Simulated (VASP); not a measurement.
# Cd3SeS2 (P3m1) in VASP: a series of runs

Runs on Cd3SeS2. Level: PBE. Tasks: single point.

Program: VASP 6.6.1. These are calculated values, not measurements. Logs are shortened: lines on timing, memory, paths and dates and some standing lists are left out, and cuts for length are marked.

### Step 1. The cell of the first run

Symmetry: P3m1, No. 156, trigonal system. Conventional cell: a = 4.112 Å, b = 4.112 Å, c = 10.072 Å, α = 90.00°, β = 90.00°, γ = 120.00°. Within 3.3 Å of Cd (site symmetry 3m) lie 3 S at 2.52 Å and 1 Se at 2.52 Å. Cd (site symmetry 3m) has 4 S at 2.52 Å within 3.3 Å. Cd (site symmetry 3m) has 3 Se at 2.52 Å and 1 S at 2.52 Å within 3.3 Å. Within 3.3 Å of Se (site symmetry 3m) lie 4 Cd at 2.52 Å. Within 3.3 Å of S (site symmetry 3m) lie 4 Cd at 2.52 Å. Within 3.3 Å of S (site symmetry 3m) lie 4 Cd at 2.52 Å.

### Step 2. Single point, PBE

File INCAR:

```
SYSTEM = Cd3SeS2
ALGO = Normal
EDIFF = 1E-6
ENCUT = 520
GGA = PE
ISIF = 2
ISMEAR = 0
LASPH = .TRUE.
LCHARG = .TRUE.
LELF = .TRUE.
LREAL = .FALSE.
LVHAR = .TRUE.
LWAVE = .FALSE.
NBANDS = 36
NELM = 80
PREC = Accurate
SIGMA = 0.1
```

File KPOINTS:

```
k-points
0
G
  6 6 2
  0 0 0
```

File POSCAR:

```
Cd3SeS2
1.0
    4.1117991400      0.0000000000      0.0000000000
   -2.0558995700      3.5609225100      0.0000000000
    0.0000000000      0.0000000000     10.0718098200
Cd Se S
3 1 2
Direct
    0.0000000000      0.0000000000      0.0000000000
    0.3333333300      0.6666666700      0.6666666700
    0.6666666700      0.3333333300      0.3333333300
    0.0000000000      0.0000000000      0.2500000000
    0.3333333300      0.6666666700      0.9166666700
    0.6666666700      0.3333333300      0.5833333300
```

Potentials or basis: VASP PAW PBE potentials, release 64 (Cd, Se, S).

The run is started by

```bash
cat potpaw_PBE.64/Cd/POTCAR potpaw_PBE.64/Se/POTCAR potpaw_PBE.64/S/POTCAR > POTCAR
mpirun -np 1 vasp_std > vasp.out
```

OUTCAR:

```text
SYSTEM = Cd3SeS2
   EDIFF = 1E-6
   ENCUT = 520
   GGA = PE
   ISIF = 2
   ISMEAR = 0
   LASPH = .TRUE.
   LREAL = .FALSE.
   NELM = 80
   PREC = Accurate

 ion  position               nearest neighbor table
   1  0.000  0.000  0.000-   5 2.52   5 2.52   5 2.52   4 2.52
   2  0.333  0.667  0.667-   6 2.52   6 2.52   5 2.52   6 2.52
   3  0.667  0.333  0.333-   4 2.52   4 2.52   4 2.52   6 2.52
   4  0.000  0.000  0.250-   3 2.52   3 2.52   3 2.52   1 2.52
   5  0.333  0.667  0.917-   1 2.52   1 2.52   1 2.52   2 2.52
   6  0.667  0.333  0.583-   2 2.52   2 2.52   3 2.52   2 2.52

  LATTYP: Found a hexagonal cell.
 ALAT       =     4.1117991400
 C/A-ratio  =     2.4494897433

  Lattice vectors:

 A1 = (   4.1117991400,   0.0000000000,   0.0000000000)
 A2 = (  -2.0558995700,   3.5609225100,   0.0000000000)
 A3 = (   0.0000000000,   0.0000000000,  10.0718098200)

Analysis of symmetry for initial positions (statically):
=====================================================================
 Subroutine PRICEL returns:
 Original cell was already a primitive cell.

 Routine SETGRP: Setting up the symmetry group for a
 hexagonal supercell.

 Subroutine GETGRP returns: Found  6 space group operations
 (whereof  6 operations were pure point group operations)
 out of a pool of 24 trial point group operations.

The static configuration has the point symmetry C_3v.

Analysis of symmetry for dynamics (positions and initial velocities):
=====================================================================
 Subroutine PRICEL returns:
 Original cell was already a primitive cell.

 Routine SETGRP: Setting up the symmetry group for a
 hexagonal supercell.

 Subroutine GETGRP returns: Found  6 space group operations
 (whereof  6 operations were pure point group operations)
 out of a pool of 24 trial point group operations.

The dynamic configuration has the point symmetry C_3v.

 Subroutine INISYM returns: Found  6 space group operations
 (whereof  6 operations are pure point group operations),
 and found     1 'primitive' translations

----------------------------------------------------------------------------------------

                                     Primitive cell

  volume of cell :     147.4694

  direct lattice vectors                    reciprocal lattice vectors
     4.111799140  0.000000000  0.000000000     0.243202541  0.140413053  0.000000000
    -2.055899570  3.560922510  0.000000000     0.000000000  0.280826105  0.000000000
     0.000000000  0.000000000 10.071809820     0.000000000  0.000000000  0.099287022

  length of vectors
     4.111799140  4.111799140 10.071809820     0.280826105  0.280826105  0.099287022

  position of ions in fractional coordinates (direct lattice)
     0.000000000  0.000000000  0.000000000
     0.333333330  0.666666670  0.666666670
     0.666666670  0.333333330  0.333333330
     0.000000000  0.000000000  0.250000000
     0.333333330  0.666666670  0.916666670
     0.666666670  0.333333330  0.583333330

  ion indices of the primitive-cell ions
   primitive index   ion index
                 1           1
                 2           2
                 3           3
                 4           4
                 5           5
                 6           6

----------------------------------------------------------------------------------------

 KPOINTS: k-points

Automatic generation of k-mesh.
 Grid dimensions read from file:
 generate k-points for:    6    6    2

 Generating k-lattice:

  Cartesian coordinates                     Fractional coordinates (reciprocal lattice)
     0.040533757  0.023402175  0.000000000     0.166666667 -0.000000000  0.000000000
     0.000000000  0.046804351  0.000000000     0.000000000  0.166666667  0.000000000
     0.000000000  0.000000000  0.049643511     0.000000000  0.000000000  0.500000000

  Length of vectors
     0.046804351  0.046804351  0.049643511

  Shift w.r.t. Gamma in fractional coordinates (k-lattice)
     0.000000000  0.000000000  0.000000000

 Subroutine IBZKPT returns following result:
 ===========================================

 Found     14 irreducible k-points:

 Following reciprocal coordinates:
            Coordinates               Weight
  0.000000  0.000000  0.000000      1.000000
  0.166667  0.000000  0.000000      6.000000
  0.333333  0.000000  0.000000      6.000000
  0.500000  0.000000  0.000000      3.000000
  0.166667  0.166667  0.000000      6.000000
  0.333333  0.166667  0.000000     12.000000
  0.333333  0.333333  0.000000      2.000000
  0.000000  0.000000  0.500000      1.000000
  0.166667  0.000000  0.500000      6.000000
  0.333333  0.000000  0.500000      6.000000
  0.500000  0.000000  0.500000      3.000000
  0.166667  0.166667  0.500000      6.000000
  0.333333  0.166667  0.500000     12.000000
  0.333333  0.333333  0.500000      2.000000
   k-points           NKPTS =     14   k-points in BZ     NKDIM =     14   number of bands    NBANDS=     36
   number of dos      NEDOS =    301   number of ions     NIONS =      6
   total plane-waves  NPLWV =  81920
   dimension x,y,z NGX =    32 NGY =   32 NGZ =   80
   dimension x,y,z NGXF=    64 NGYF=   64 NGZF=  160
   ions per type =               3   1   2
   NGX,Y,Z   is equivalent  to a cutoff of  12.94, 12.94, 13.20 a.u.
   NGXF,Y,Z  is equivalent  to a cutoff of  25.88, 25.88, 26.41 a.u.
 SYSTEM =  Cd3SeS2
   PREC   = accura    normal or accurate (medium, high low for compatibility)
   ISTART =      0    job   : 0-new  1-cont  2-samecut
   ICHARG =      2    charge: 1-file 2-atom 10-const
   ISPIN  =      1    spin polarized calculation?
   LNONCOLLINEAR =      F non collinear calculations
   LSORBIT =      F    spin-orbit coupling
   LASPH  =      T    aspherical Exc in radial PAW
   ENCUT  =  520.0 eV  38.22 Ry    6.18 a.u.   7.65  7.65 18.73*2*pi/ulx,y,z
   NELM   =     80;   NELMIN=  2; NELMDL= -5     # of ELM steps
   EDIFF  = 0.1E-05   stopping-criterion for ELM
   LREAL  =      F    real-space projection
   EDIFFG = 0.1E-04   stopping-criterion for IOM
   NSW    =      0    number of steps for IOM
   IBRION =     -1    ionic relax: 0-MD 1-quasi-New 2-CG
   NFREE  =      0    steps in history (QN), initial steepest desc. (CG)
   ISIF   =      2    stress and relaxation
   ISYM   =      2    0-nonsym 1-usesym 2-fastsym
   POTIM  = 0.5000    time-step for ionic-motion
   TEBEG  =    0.0;   TEEND  =   0.0 temperature during run
   PSTRESS=    0.0 pullay stress
   NELECT =      54.0000    total number of electrons
   NUPDOWN=      -1.0000    fix difference up-down
   EMIN   =  10.00;   EMAX   =-10.00  energy-range for DOS
   EFERMI =   0.00;   METHOD = LEGACY
   ISMEAR =     0;   SIGMA  =   0.10  broadening in eV -4-tet -1-fermi 0-gaus
   EFERMI_NEDOS =   21; number of points for ismear=-14 and -15
   IALGO  =     38    algorithm
   IMIX   =      4    mixing-type and parameters
     AMIX     =   0.40;   BMIX     =  1.00
     AMIX_MAG =   1.60;   BMIX_MAG =  1.00
  volume/ion in A,a.u.               =      24.58       165.86
  Fermi-wavevector in a.u.,A,eV,Ry     =   1.171221  2.213286 18.663903  1.371758
  Thomas-Fermi vector in A             =   2.307668
   LORBIT       =      0    0 simple, 1 ext, 2 COOP (PROOUT), +10 PAW based schemes
   GGA     = PE    functional components
   LHFCALC =     F    Hartree Fock is set to
   AEXX    =    0.0000 exact exchange contribution
   IVDW    =     0    specifies the selected vdW correction
   LEPSILON=     F    determine dielectric tensor
   LRPA    =     F    only Hartree local field effects (RPA)
 non-spin polarized calculation
 Gauss-broadening in eV      SIGMA  =   0.10
  energy-cutoff  :      520.00
  volume of cell :      147.47
 maximum number of plane-waves:      4015
 NGX is ok and might be reduce to    32
   NGX = 15   NGY = 15   NGZ = 37

 number of electron      53.9999998 magnetization

 Free energy of the ion-electron system (eV)
  ---------------------------------------------------
  ext. energy  EPLUGINS =         0.00000000
  ---------------------------------------------------
  free energy    TOTEN  =       -17.34295552 eV

  energy without entropy =      -17.34295552  energy(sigma->0) =      -17.34295552

 E-fermi :   2.1458     XC(G=0):  -9.3009

 val. band max:        1.6767146408   @ k =   0.0000   0.0000   0.0000
 cond. band min:       2.7122697886   @ k =   0.0000   0.0000   0.0000
 fundamental gap:      1.0355551479
 Fermi energy:         2.1457864607

 k-point     1 :       0.0000    0.0000    0.0000
  band No.  band energies     occupation
      1     -11.3588      2.00000
      2     -10.7570      2.00000
      3     -10.5907      2.00000
      4      -6.4941      2.00000
      5      -6.4941      2.00000
      6      -6.3992      2.00000
[... 28 lines left out ...]
     35       8.5052      0.00000
     36       8.5055      0.00000

 k-point     2 :       0.1667    0.0000    0.0000
  band No.  band energies     occupation
      1     -11.2663      2.00000
      2     -10.6837      2.00000
      3     -10.5332      2.00000
      4      -6.4433      2.00000
      5      -6.4337      2.00000
      6      -6.3619      2.00000
[... 28 lines left out ...]
     35       8.3447      0.00000
     36       8.3953      0.00000

 k-point     3 :       0.3333    0.0000    0.0000
  band No.  band energies     occupation
      1     -11.0777      2.00000
      2     -10.5314      2.00000
      3     -10.4246      2.00000
      4      -6.3487      2.00000
      5      -6.3450      2.00000
      6      -6.2422      2.00000
[... 28 lines left out ...]
     35       8.9310      0.00000
     36       8.9636      0.00000
[... 352 lines left out ...]
 k-point    13 :       0.3333    0.1667    0.5000
  band No.  band energies     occupation
      1     -10.9837      2.00000
      2     -10.4487      2.00000
      3     -10.3794      2.00000
      4      -6.3291      2.00000
      5      -6.2756      2.00000
      6      -6.1788      2.00000
[... 28 lines left out ...]
     35       8.8524      0.00000
     36       9.1148      0.00000

 k-point    14 :       0.3333    0.3333    0.5000
  band No.  band energies     occupation
      1     -10.9387      2.00000
      2     -10.3850      2.00000
      3     -10.3799      2.00000
      4      -6.3147      2.00000
      5      -6.2184      2.00000
      6      -6.1719      2.00000
[... 28 lines left out ...]
     35       8.6375      0.00000
     36       8.7518      0.00000

------------------------ aborting loop because EDIFF is reached ----------------------------------------

  FORCE on cell =-STRESS in cart. coord.  units (eV):
  Direction    XX          YY          ZZ          XY          YZ          ZX
  --------------------------------------------------------------------------------------
  -------------------------------------------------------------------------------------
  Total        6.6330896      6.6330896      6.5354423      0.0000000      0.0000000     -0.0000000
  in kB       72.0650205     72.0650205     71.0041344      0.0000000      0.0000000     -0.0000000
  external PRESSURE =      71.7113918 kB  Pullay stress =       0.0000000 kB

 VOLUME and BASIS-vectors are now :
 -----------------------------------------------------------------------------
  energy-cutoff  :      520.00
  volume of cell :      147.47
      direct lattice vectors                 reciprocal lattice vectors
     4.111799140  0.000000000  0.000000000     0.243202541  0.140413053  0.000000000
    -2.055899570  3.560922510  0.000000000     0.000000000  0.280826105  0.000000000
     0.000000000  0.000000000 10.071809820     0.000000000  0.000000000  0.099287022

 POSITION                                       TOTAL-FORCE (eV/Angst)
 -----------------------------------------------------------------------------------
      0.00000      0.00000      0.00000         0.000000     -0.000000     -0.706816
     -0.00000      2.37395      6.71454         0.000000      0.000000      0.011744
      2.05590      1.18697      3.35727         0.000000     -0.000000      0.702752
      0.00000      0.00000      2.51795         0.000000      0.000000      0.012370
     -0.00000      2.37395      9.23249        -0.000000      0.000000     -0.087498
      2.05590      1.18697      5.87522        -0.000000      0.000000      0.067448
 -----------------------------------------------------------------------------------
    total drift:                               -0.000001     -0.000000      0.000065

  FREE ENERGIE OF THE ION-ELECTRON SYSTEM (eV)
  ---------------------------------------------------
  free  energy   TOTEN  =       -17.3429555237 eV

  energy  without entropy=      -17.3429555237  energy(sigma->0) =      -17.34295552
```

It took 2.2 min on 1 thread of Intel Xeon 8259CL, shared host; peak memory 0.31 GiB.

What came out:

```yaml
Free_energy: -17.3430 eV
Pressure: 7.2 GPa
Largest_force: 0.707 eV/Å
Band_gap_on_the_k_mesh: 1.04 eV
```

Forces in eV/Å, atoms in the order of the input:
```
Cd   0.000  0.000 -0.707
Cd   0.000  0.000  0.012
Cd   0.000  0.000  0.703
Se   0.000  0.000  0.012
S    0.000  0.000 -0.087
S    0.000  0.000  0.067
```

Caveat: the cell stands under pressure.

### Step 3. Single point, PBE

This run uses another cell than the first one, of 27.28 Å³/atom.

File INCAR:

```
ALGO = Normal ; EDIFF = 1E-6
ENCUT = 520 ; GGA = PE
ISIF = 2 ; ISMEAR = 0
LASPH = T ; LCHARG = F
LREAL = F ; LWAVE = F
NBANDS = 36 ; NELM = 100
PREC = Accurate ; SIGMA = 0.1
```

File KPOINTS:

```
k-points
0
Gamma
  6 6 2
```

File POSCAR:

```
Cd3SeS2
1.0
    4.2570880532      0.0000000000      0.0000000000
   -2.1285440266      3.6867464002      0.0000000000
    0.0000000000      0.0000000000     10.4291055859
Cd Se S
3 1 2
Direct
    0.0000000000      0.0000000000     -0.0093482906
    0.3333333333      0.6666666667      0.6666163748
    0.6666666667      0.3333333333      0.3428616373
    0.0000000000      0.0000000000      0.2481295158
    0.3333333333      0.6666666667      0.9130312976
    0.6666666667      0.3333333333      0.5887094651
```

Potentials or basis: VASP PAW PBE potentials, release 64 (Cd, Se, S).

The run is started by

```bash
cat potpaw_PBE.64/Cd/POTCAR potpaw_PBE.64/Se/POTCAR potpaw_PBE.64/S/POTCAR > POTCAR
mpirun -np 1 vasp_std > vasp.out
```

Run time: 1.8 min. Hardware: 1 thread of Intel Xeon 8259CL, shared host; peak memory 0.31 GiB.

Results (log left out):

* Free energy: -17.7465 eV
* Pressure: 0.2 GPa
* Largest force: 0.030 eV/Å
* Band gap on the k mesh: 0.66 eV

Forces on the atoms (eV/Å):
```
Cd   0.000  0.000  0.023
Cd   0.000  0.000 -0.013
Cd   0.000  0.000  0.002
Se   0.000  0.000 -0.030
S    0.000  0.000  0.008
S    0.000  0.000  0.009
```

Levels at points of the mesh, in eV from the valence-band top:
| k point | band 23 | band 24 | band 25 | band 26 | band 27 | band 28 | band 29 | band 30 | band 31 | band 32 |
| --- | --- | --- | --- | --- | --- | --- | --- | --- | --- | --- |
| (0.00, 0.00, 0.00) | -0.65 | -0.65 | -0.20 | 0.00 | 0.00 | 0.66 | 2.40 | 2.66 | 6.08 | 6.16 |
| (0.50, 0.00, 0.00) | -1.89 | -1.65 | -1.48 | -1.30 | -0.88 | 3.27 | 3.36 | 3.50 | 3.90 | 5.62 |
| (0.00, 0.00, 0.50) | -0.95 | -0.56 | -0.56 | -0.05 | -0.05 | 1.80 | 1.91 | 2.60 | 5.67 | 6.03 |
| (0.50, 0.00, 0.50) | -2.05 | -1.82 | -1.54 | -0.85 | -0.76 | 2.54 | 3.62 | 3.84 | 4.39 | 4.60 |

Caveat: semilocal functionals underestimate gaps, and a narrow one can read as zero.
